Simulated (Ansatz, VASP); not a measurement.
Two plane-wave programs on InBRh2

```
In B Rh
1.0
     3.68432    0.00000    0.00000
    -1.84216    3.19071    0.00000
     0.00000    0.00000    4.46831
In B Rh
1 1 2
Direct
  0.00000 0.00000 0.50000
  0.00000 0.00000 0.00000
  0.66667 0.33333 0.75000
  0.33333 0.66667 0.25000
```

Alike in both runs: task relaxation of cell and atoms; functional PBE; k mesh 6 × 6 × 4; occupations gaussian, width 0.1 eV; no spin polarisation.

|  | VASP | Ansatz |
| --- | --- | --- |
| version | VASP 6.6.1 | Ansatz 0.2.0 |
| potentials or method | VASP PAW PBE potentials, release 64 (In_d, B, Rh_pv), cutoff 600 eV | scalar-relativistic, plane waves, PAW |
| valence electrons in the cell | 46 | 50 |

Ansatz gave:

```
gap on the k mesh at the Fermi level, each at its own relaxed structure (eV) : none
relaxed volume (Å³/atom)                                                     : 14.28
relaxed length of the cell vector where the two differ most in proportion (Å)              : 6.391
```

Question: What did VASP give for the same quantities?

Answer: gap on the k mesh at the Fermi level, each at its own relaxed structure (eV): none; relaxed volume (Å³/atom): 14.29; relaxed length of the cell vector where the two differ most in proportion (Å): 6.351.

A gap of «none» marks a metal or a gap that the smearing closes. VASP's potentials hold 46 valence electrons a cell and Ansatz's 50, so a difference there can come from the potentials and not from the codes.
